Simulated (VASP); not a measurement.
# SnSe2 (P4/mmm) in VASP: further runs, part 2 of 2

VASP 6.6.1. Earlier steps stand in the parts before.

**4. Single point, PBE**

This run uses another cell than the first one.

File INCAR:

```
SYSTEM = SnSe2
PREC = Accurate
ENCUT = 520
EDIFF = 1E-6
ISMEAR = 0
SIGMA = 0.1
LREAL = .False.
LASPH = .True.
NELM = 60
ALGO = Normal
ISIF = 2
LWAVE = .False.
LCHARG = .False.
GGA = PE
NBANDS = 35
```

File KPOINTS:

```
regular mesh
0
Gamma
  4 4 4
  0 0 0
```

File POSCAR:

```
SnSe2
1.0
    7.4534852900      0.0000000000      0.0000000000
    0.0000000000      7.4534852900      0.0000000000
    0.0000000000      0.0000000000      5.7046009042
Sn Se
2 4
Direct
    0.0000000000      0.0000000000      0.0000000000
    0.5000000000      0.5000000000      0.0000000000
    0.2500102798      0.2500102798      0.0000000000
    0.7499897202      0.7499897202      0.0000000000
    0.7499897202      0.2500102798      0.0000000000
    0.2500102798      0.7499897202      0.0000000000
```

Potentials or basis: VASP PAW PBE potentials, release 64 (Sn_d, Se).

The run is started by

```sh
> cat potpaw_PBE.64/Sn_d/POTCAR potpaw_PBE.64/Se/POTCAR > POTCAR
> mpirun -np 1 vasp_std > vasp.out
```

OUTCAR:

```text
SYSTEM = SnSe2
   PREC = Accurate
   ENCUT = 520
   EDIFF = 1E-6
   ISMEAR = 0
   LREAL = .False.
   LASPH = .True.
   NELM = 60
   ISIF = 2
   GGA = PE

 ion  position               nearest neighbor table
   1  0.000  0.000  0.000-   3 2.64   4 2.64   5 2.64   6 2.64
   2  0.500  0.500  0.000-   3 2.64   4 2.64   5 2.64   6 2.64
   3  0.250  0.250  0.000-   2 2.64   1 2.64
   4  0.750  0.750  0.000-   2 2.64   1 2.64
   5  0.750  0.250  0.000-   2 2.64   1 2.64
   6  0.250  0.750  0.000-   2 2.64   1 2.64

  LATTYP: Found a simple tetragonal cell.
 ALAT       =     7.4534852900
 C/A-ratio  =     0.7653601882

  Lattice vectors:

 A1 = (   7.4534852900,   0.0000000000,   0.0000000000)
 A2 = (   0.0000000000,   7.4534852900,   0.0000000000)
 A3 = (   0.0000000000,   0.0000000000,   5.7046009042)

Analysis of symmetry for initial positions (statically):
=====================================================================
 Subroutine PRICEL returns:
 Original cell was already a primitive cell.

 Routine SETGRP: Setting up the symmetry group for a
 simple tetragonal supercell.

 Subroutine GETGRP returns: Found 16 space group operations
 (whereof 16 operations were pure point group operations)
 out of a pool of 16 trial point group operations.

The static configuration has the point symmetry D_4h.

Analysis of symmetry for dynamics (positions and initial velocities):
=====================================================================
 Subroutine PRICEL returns:
 Original cell was already a primitive cell.

 Routine SETGRP: Setting up the symmetry group for a
 simple tetragonal supercell.

 Subroutine GETGRP returns: Found 16 space group operations
[... 121 lines left out ...]
   IALGO  =     38    algorithm
   IMIX   =      4    mixing-type and parameters
     AMIX     =   0.40;   BMIX     =  1.00
     AMIX_MAG =   1.60;   BMIX_MAG =  1.00
  volume/ion in A,a.u.               =      52.82       356.44
  Fermi-wavevector in a.u.,A,eV,Ry     =   0.896247  1.693662 10.929008  0.803259
  Thomas-Fermi vector in A             =   2.018682
   LORBIT       =      0    0 simple, 1 ext, 2 COOP (PROOUT), +10 PAW based schemes
   GGA     = PE    functional components
   LHFCALC =     F    Hartree Fock is set to
   AEXX    =    0.0000 exact exchange contribution
   IVDW    =     0    specifies the selected vdW correction
   LEPSILON=     F    determine dielectric tensor
   LRPA    =     F    only Hartree local field effects (RPA)
 non-spin polarized calculation
 Gauss-broadening in eV      SIGMA  =   0.10
  energy-cutoff  :      520.00
  volume of cell :      316.92
 maximum number of plane-waves:      8605
 NGX is ok and might be reduce to    56

 number of electron      52.0000017 magnetization

 Free energy of the ion-electron system (eV)
  ---------------------------------------------------
  ext. energy  EPLUGINS =         0.00000000
  ---------------------------------------------------
  free energy    TOTEN  =       -19.63128509 eV

  energy without entropy =      -19.61975505  energy(sigma->0) =      -19.62552007

 E-fermi :  -0.8398     XC(G=0):  -6.1011

 val. band max:       -0.9533253349   @ k =   0.2500   0.0000   0.5000
 cond. band min:      -0.7395328161   @ k =   0.2500   0.2500   0.0000
 fundamental gap:      0.2137925188
 Fermi energy:        -0.8397735040

 k-point     1 :       0.0000    0.0000    0.0000
  band No.  band energies     occupation
      1     -22.4809      2.00000
      2     -22.4741      2.00000
      3     -22.3984      2.00000
      4     -22.3931      2.00000
      5     -22.3931      2.00000
      6     -22.3921      2.00000
[... 673 lines left out ...]
     34       5.6279      0.00000
     35       6.2541      0.00000

------------------------ aborting loop because EDIFF is reached ----------------------------------------

  FORCE on cell =-STRESS in cart. coord.  units (eV):
  Direction    XX          YY          ZZ          XY          YZ          ZX
  --------------------------------------------------------------------------------------
  -------------------------------------------------------------------------------------
  Total        0.1828592      0.1828592      0.0972434      0.0000000      0.0000000      0.0000000
  in kB        0.9244496      0.9244496      0.4916165      0.0000000      0.0000000      0.0000000
  external PRESSURE =       0.7801719 kB  Pullay stress =       0.0000000 kB

 VOLUME and BASIS-vectors are now :
 -----------------------------------------------------------------------------
  energy-cutoff  :      520.00
  volume of cell :      316.92
      direct lattice vectors                 reciprocal lattice vectors
     7.453485290  0.000000000  0.000000000     0.134165422  0.000000000  0.000000000
     0.000000000  7.453485290  0.000000000     0.000000000  0.134165422  0.000000000
     0.000000000  0.000000000  5.704600904     0.000000000  0.000000000  0.175297101

 POSITION                                       TOTAL-FORCE (eV/Angst)
 -----------------------------------------------------------------------------------
      0.00000      0.00000      0.00000         0.000000      0.000000      0.000000
      3.72674      3.72674      0.00000         0.000000      0.000000      0.000000
      1.86345      1.86345      0.00000        -0.000583     -0.000583      0.000000
      5.59004      5.59004      0.00000         0.000583      0.000583      0.000000
      5.59004      1.86345      0.00000         0.000583     -0.000583      0.000000
      1.86345      5.59004      0.00000        -0.000583      0.000583     -0.000000
 -----------------------------------------------------------------------------------
    total drift:                               -0.000000      0.000000      0.000000

  FREE ENERGIE OF THE ION-ELECTRON SYSTEM (eV)
  ---------------------------------------------------
  free  energy   TOTEN  =       -19.6312850867 eV

  energy  without entropy=      -19.6197550489  energy(sigma->0) =      -19.62552007
```

stdout:

```text
POSCAR found type information on POSCAR SnSe
 POSCAR found :  2 types and       6 ions
 scaLAPACK will be used
 LDA part: xc-table for (Slater+PW92), standard interpolation
 POSCAR, INCAR and KPOINTS ok, starting setup
 FFT: planning ... GRIDC
 FFT: planning ... GRID_SOFT
 FFT: planning ... GRID
 WAVECAR not read
 entering main loop
```

Wall time 6 min (1 thread of Intel Xeon 8259CL, shared host); peak memory 0.43 GiB.

Results:

* Free energy: -19.6313 eV
* Pressure: 0.1 GPa
* Band gap on the k mesh: 0.21 eV

Caveat: semilocal functionals underestimate gaps, and a narrow one can read as zero; spin-orbit coupling is left out, which moves the levels of the heavy elements. A k mesh can miss the band edges.

**5. Single point, PBE**

This run uses another cell than the first one: it holds 3 atoms, not 6.

File INCAR:

```
PREC = Accurate
ENCUT = 520
EDIFF = 1E-6
ISMEAR = 0
SIGMA = 0.1
LREAL = F
LASPH = T
NELM = 80
ALGO = Normal
ISIF = 2
LWAVE = F
LCHARG = F
GGA = PE
NBANDS = 20
```

File KPOINTS:

```
Automatic mesh
0
Gamma
  10 10 8
```

File POSCAR:

```
SnSe2
1.0
    5.2656369020      0.0000000000      0.0000000000
    0.0000000000      5.2656369020      0.0000000000
    0.0000000000      0.0000000000      6.2621982398
Sn Se
1 2
Direct
    0.0000000000      0.0000000000      0.0000000000
    0.0000000000      0.5000000000      0.0000000000
    0.5000000000      0.0000000000      0.0000000000
```

The run is started by

```sh
> cat potpaw_PBE.64/Sn_d/POTCAR potpaw_PBE.64/Se/POTCAR > POTCAR
> mpirun -np 1 vasp_std > vasp.out
```

It took 7.4 min on 1 thread of Intel Xeon 8259CL, shared host; peak memory 0.5 GiB.

The run converged. Its results:

```
Free energy            : -9.7975 eV
Pressure               : 0.0 GPa
Band gap on the k mesh : zero (bands 13 and 14 overlap by 0.99 eV)
```

Levels at points of the mesh, in eV from the Fermi level:
```csv
k point,band 10,band 11,band 12,band 13,band 14,band 15,band 16,band 17
"(0.00, 0.00, 0.00)",-4.33,-2.15,-0.33,-0.24,-0.24,3.31,3.86,6.66
"(0.50, 0.00, 0.00)",-1.52,-1.17,-0.88,-0.87,1.43,2.30,3.61,5.10
"(0.50, 0.50, 0.00)",-0.83,-0.83,-0.68,0.73,0.77,2.80,2.80,3.07
"(0.00, 0.00, 0.50)",-4.33,-2.28,-0.38,-0.24,-0.24,3.11,5.88,5.90
"(0.50, 0.00, 0.50)",-1.64,-1.16,-0.96,-0.87,1.46,2.12,3.63,6.27
"(0.50, 0.50, 0.50)",-0.90,-0.90,-0.68,0.51,0.77,2.82,2.82,3.14
```

Caveat: spin-orbit coupling is left out, which moves the levels of the heavy elements.

**6. Relaxation of cell and atoms, PBE**

This run uses another cell than the first one: it holds 3 atoms, not 6.

File INCAR:

```
PREC = Accurate
ENCUT = 600
EDIFF = 1E-7
ISMEAR = 0
SIGMA = 0.01
LREAL = F
LASPH = T
NELM = 80
ALGO = Normal
ISIF = 3
LWAVE = F
LCHARG = F
GGA = PE
IBRION = 2
NSW = 100
EDIFFG = -0.01
```

File KPOINTS:

```
Automatic mesh
0
Gamma
  8 8 6
```

File POSCAR:

```
SnSe2
1.0
    5.2704099920      0.0000000000      0.0000000000
    0.0000000000      5.2704099920      0.0000000000
    0.0000000000      0.0000000000      5.7046009042
Sn Se
1 2
Direct
    0.0000000000      0.0000000000      0.0000000000
    0.0000000000      0.5000000000      0.0000000000
    0.5000000000      0.0000000000      0.0000000000
```

Potentials or basis: VASP PAW PBE potentials, release 64 (Sn_d, Se).

The run is started by

```sh
> cat potpaw_PBE.64/Sn_d/POTCAR potpaw_PBE.64/Se/POTCAR > POTCAR
> mpirun -np 1 vasp_std > vasp.out
```

Wall time 20 min (1 thread of Intel Xeon 8259CL, shared host); peak memory 0.44 GiB.

The run converged. Its results:

```
Free energy                           : -9.7920 eV
Relaxed cell                          : a = 5.267 Å, b = 5.267 Å, c = 6.002 Å, α = 90.00°, β = 90.00°, γ = 90.00°
Space group after relaxing (to 0.1 Å) : P4/mmm (No. 123)
Energy gained by relaxing             : 0.7 meV/atom
Ionic steps                           : 8
Pressure after relaxing               : 0.0 GPa
Band gap on the k mesh                : zero (bands 13 and 14 overlap by 1.03 eV)
```

The path:
```tsv
step	energy change (eV)	largest force (eV/Å)	pressure (GPa)	volume (Å³)
1	0.0000	0.0000	-0.04	158.46
2	-0.0001	0.0000	0.06	158.15
3	-0.0001	0.0000	0.03	158.23
4	-0.0002	0.0000	0.03	158.41
5	-0.0004	0.0000	0.03	158.95
6	-0.0007	0.0000	0.03	160.03
7	-0.0013	0.0000	0.01	162.19
8	-0.0021	0.0000	-0.01	166.52
```

Final structure:
```
Sn Se
1.0
     5.26728    0.00000    0.00000
     0.00000    5.26728    0.00000
     0.00000    0.00000    6.00191
Sn Se
1 2
Direct
  0.00000 0.00000 0.00000
  0.00000 0.50000 0.00000
  0.50000 0.00000 0.00000
```

Levels at points of the mesh, in eV from the Fermi level:
| k point | band 11 | band 12 | band 13 | band 14 | band 15 | band 16 |
| --- | --- | --- | --- | --- | --- | --- |
| (0.00, 0.00, 0.00) | -2.13 | -0.32 | -0.25 | -0.25 | 3.33 | 3.86 |
| (0.50, 0.00, 0.00) | -1.18 | -0.88 | -0.86 | 1.42 | 2.32 | 3.60 |
| (0.50, 0.50, 0.00) | -0.81 | -0.68 | 0.76 | 0.77 | 2.79 | 2.79 |
| (0.00, 0.00, 0.50) | -2.31 | -0.39 | -0.24 | -0.24 | 3.06 | 6.05 |
| (0.50, 0.00, 0.50) | -1.16 | -0.98 | -0.87 | 1.45 | 2.08 | 3.62 |
| (0.50, 0.50, 0.50) | -0.92 | -0.68 | 0.45 | 0.76 | 2.82 | 2.82 |

Caveat: the relaxation moved the vacuum too, so the length across it says nothing of the material; spin-orbit coupling is left out, which moves the levels of the heavy elements.

**7. Overview**

| task | cell | k mesh | cutoff (eV) | smearing | gap on the mesh (eV) | pressure (GPa) |
| --- | --- | --- | --- | --- | --- | --- |
| single point | a = 6.184, b = 6.184, c = 5.445 Å, 6 atoms, atomic positions A | 4 × 4 × 4 | 520 | gaussian 0.1 eV | none | 67.8 |
| single point | a = 5.266, b = 5.266, c = 6.262 Å, 3 atoms, atomic positions B | 8 × 8 × 6 | 520 | gaussian 0.01 eV | none | 0.0 |
| single point | a = 7.453, b = 7.453, c = 5.705 Å, 6 atoms, atomic positions C | 4 × 4 × 4 | 520 | gaussian 0.1 eV | 0.21 | 0.1 |
| single point | a = 5.266, b = 5.266, c = 6.262 Å, 3 atoms, atomic positions B | 10 × 10 × 8 | 520 | gaussian 0.1 eV | none | 0.0 |
| relaxation of cell and atoms | relaxed from a = 5.270, b = 5.270, c = 5.705 Å, 3 atoms, atomic positions B | 8 × 8 × 6 | 600 | gaussian 0.01 eV | none | 0.0 |

Alike in all rows: level PBE; potentials or basis VASP PAW PBE potentials, release 64 (Sn_d, Se); no spin polarisation.

Caveats: spin-orbit coupling is left out, which moves the levels of the heavy elements; semilocal functionals underestimate gaps, and a narrow one can read as zero (at least some runs); the stress differs along the axes, from -0 to 102 GPa (at least some runs); forces of over 1 eV/Å act on the atoms, so gaps and moduli don't describe the material at rest (at least some runs); the relaxation moved the vacuum too, so the length across it says nothing of the material (at least some runs).

Absolute energies hang on the potentials; compare differences alone.

The gap in the log of VASP goes by the Fermi energy; the results here count the filled bands.